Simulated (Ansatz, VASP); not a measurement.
One calculation of GaAs, two programs

File INCAR:

```
ALGO = Normal ; DIPOL = 0.5 0.5 0.500
EDIFF = 1E-6 ; ENCUT = 520
GGA = PE ; IDIPOL = 3
ISIF = 2 ; ISMEAR = -1
LASPH = T ; LCHARG = F
LDIPOL = T ; LREAL = F
LWAVE = F ; NBANDS = 16
NELM = 80 ; PREC = Accurate
SIGMA = 0.02
```

The input KPOINTS:

```
k-points
0
Gamma
  8 5 1
```

POSCAR

```
GaAs
1.0
    4.0620561041      0.0000000000      0.0000000000
    0.0000000000      5.7446148335      0.0000000000
    0.0000000000      0.0000000000     16.0000000000
Ga As
1 1
Direct
    0.2500000000      0.1250000000      0.5000000000
    0.7500000000      0.8750000000      0.5000000000
```

Input for Ansatz:

```yaml
crystal:
  lattice:
    - [4.0620561041, 0.0, 0.0]
    - [0.0, 5.7446148335, 0.0]
    - [0.0, 0.0, 16.0]
  atoms:
    - { symbol: Ga, position: [0.25, 0.125, 0.5] }
    - { symbol: As, position: [0.75, 0.875, 0.5] }
kpoints:
  mp_grid: { grid: [8, 5, 1] }
scf:
  occupations: { method: fermi_dirac, width: 0.02 }
hamiltonian:
  xc: pbe
  pseudopotentials: { kind: paw }
output:
  forces: true
  stress: true
  eigenvalues: true
  populations: true
efield:
  axis: 3
  amplitude: 0
  dipole_correction: true
```

Alike in both runs: task single point; functional PBE; k mesh 8 × 5 × 1; occupations fermi-dirac, width 0.02 eV; no spin polarisation.

|  | VASP | Ansatz |
| --- | --- | --- |
| version | VASP 6.6.1 | Ansatz 0.2.0 |
| potentials or method | VASP PAW PBE potentials, release 64 (Ga_d, As) | PAW with Ansatz's default frozen-core files, scalar-relativistic |
| plane-wave cutoff (eV) | 520 | 420 |
| valence electrons in the cell | 18 | 28 |

```csv
,VASP,Ansatz,Ansatz less VASP
rms of the force components (eV/Å),0.846,0.856,+0.0106
```

Atom by atom the forces differ by 0.011 eV/Å (rms over components). VASP's potentials hold 18 valence electrons a cell and Ansatz's 28, so a difference there can come from the potentials and not from the codes.
